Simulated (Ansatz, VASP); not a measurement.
## ZrS2: VASP beside Ansatz

```xyz
3
Lattice="3.6744 0.0000 0.0000 -1.8372 3.1821 0.0000 0.0000 0.0000 5.8571" Properties=species:S:1:pos:R:3 pbc="T T T"
Zr    0.0000    0.0000    0.0000
S     1.8372    1.0607    4.4149
S     0.0000    2.1214    1.4422
```

Alike in both runs: task single point; functional PBEsol; k mesh 2 × 2 × 2; no spin polarisation.

|  | VASP | Ansatz |
| --- | --- | --- |
| version | VASP 6.6.1 | Ansatz 0.2.0 |
| potentials or method | VASP PAW PBE potentials, release 64 (Zr_sv, S) | plane waves |
| plane-wave cutoff (eV) | 500 | 420 |
| occupations | gaussian, width 0.01 eV | fixed |
| valence electrons in the cell | 24 | 24 |

```tsv
	VASP	Ansatz	Ansatz less VASP
gap on the k mesh at the Fermi level (eV)	0.53	0.53	0.000
pressure (GPa)	1.6	1.5	-0.06
traceless stress, the component that is largest in VASP (GPa)	-3.70	-3.70	+0.003
rms of the force components (eV/Å)	0.294	0.303	+0.0089
```

VASP's potentials were made for PBE, not for PBEsol. Atom by atom the forces differ by 0.009 eV/Å (rms over components).

The k mesh is coarse, so the values compare programs but aren't converged.
